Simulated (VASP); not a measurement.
The system is Cs2H3.

```xyz
5
Lattice="5.9521 0.0000 0.0000 -2.9760 5.1547 0.0000 0.0000 0.0000 4.2709" Properties=species:S:1:pos:R:3 pbc="T T T"
Cs    0.0000    3.4364    2.1354
Cs    2.9760    1.7182    2.1354
H     3.3984    0.0000    0.0000
H    -1.6992    2.9431    0.0000
H     1.2768    2.2116    0.0000
```

The cell was generated, and may not be a known phase.

| Item | Value |
| --- | --- |
| Program | VASP 6.6.1 |
| Task | relaxation of cell and atoms |
| Functional | PBE |
| Potentials or basis | VASP PAW PBE potentials, release 64 (Cs_sv, H) |
| Cutoff | 600 eV |
| k mesh | 3 × 3 × 4 |
| Occupations | gaussian, width 0.1 eV |
| Spin | no spin polarisation |

At the start: pressure 3.6 GPa; volume 26.21 Å³/atom.

Q: How do energy, volume and symmetry change on relaxing?

A: Over 13 steps the energy falls by 177.8 meV/atom and the volume is 39.37 Å³/atom (+50.2 %); space group P-62m (No. 189, to 0.1 Å) before and after.

Step by step:
```
step  energy change (eV)  largest force (eV/Å)  pressure (GPa)  volume (Å³)
   1              0.0000                0.0498            3.58       131.04
   2             -0.3203                0.0254            2.27       142.37
   3             -0.7436                0.0391            0.42       173.73
   4             -0.6781                0.1346           -0.84       245.44
   5             -0.8224                0.0910           -0.37       204.65
   6             -0.8240                0.0854           -0.30       200.85
   7             -0.8428                0.0825           -0.17       197.80
   8             -0.8509                0.0787           -0.01       194.66
   9             -0.8511                0.0780            0.03       194.10
  10             -0.8533                0.0758            0.03       194.22
  11             -0.8598                0.0695            0.04       194.60
  12             -0.8712                0.0584            0.05       195.35
  13             -0.8888                0.0392            0.07       196.86
```

Final structure:
```xyz
5
Lattice="7.4718 0.0000 0.0000 -3.7359 6.4707 0.0000 0.0000 0.0000 4.0718" Properties=species:S:1:pos:R:3 pbc="T T T"
Cs    0.0000    4.3138    2.0359
Cs    3.7359    2.1569    2.0359
H     4.0507    0.0000    0.0000
H     5.4464    3.5081    4.0718
H     1.7105    2.9627    0.0000
```

Caveat: the k points lie up to 0.39 Å⁻¹ apart in the final cell, too coarse for converged energies and pressures of a metal; the volume moved by over 15 % at a fixed basis, so the end points are rough; an odd number of electrons without spin polarisation forces a metal; a magnetic or distorted state may lie lower.
